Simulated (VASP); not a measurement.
Crystal: CaB.

```
CELL_PARAMETERS angstrom
3.26874 0.00000 0.00000
-1.63437 2.83081 0.00000
0.00000 0.00000 5.33785
ATOMIC_POSITIONS crystal
Ca 0.66667 0.33333 0.50000
B 0.33333 0.66667 0.00000
```

```yaml
Program: VASP 6.6.1
Task: relaxation of cell and atoms
Functional: PBE
Potentials_or_basis: VASP PAW PBE potentials, release 64 (Ca_sv, B)
Cutoff: 500 eV
k_mesh: 6 × 6 × 4
Occupations: gaussian, width 0.1 eV
Spin: no spin polarisation
```

At the start: pressure -6.1 GPa; volume 24.70 Å³/atom.

**Question.** How do energy, volume and symmetry change on relaxing?

**Answer.** Over 8 steps the energy falls by 741.0 meV/atom and the volume is 20.80 Å³/atom (-15.8 %); space group P-6m2 (No. 187, to 0.1 Å) before and after.

Step by step:
```csv
step,energy change (eV),largest force (eV/Å),pressure (GPa),volume (Å³)
1,0.0000,0.0000,-6.12,49.39
2,-1.0909,0.0000,-2.84,42.34
3,-1.3455,0.0000,1.99,39.11
4,-0.9395,0.0000,18.73,32.29
5,-1.3817,0.0000,5.41,37.36
6,-1.4761,0.0000,1.07,40.57
7,-1.4817,0.0000,-0.27,41.85
8,-1.4820,0.0000,-0.03,41.61
```

Final structure:
```
CELL_PARAMETERS angstrom
3.58403 0.00000 0.00000
-1.79201 3.10386 0.00000
0.00000 0.00000 3.74043
ATOMIC_POSITIONS crystal
Ca 0.66667 0.33333 0.50000
B 0.33333 0.66667 0.00000
```

Caveat: the k points lie up to 0.42 Å⁻¹ apart in the final cell, too coarse for converged energies and pressures of a metal; the volume moved by over 15 % at a fixed basis, so the end points are rough.
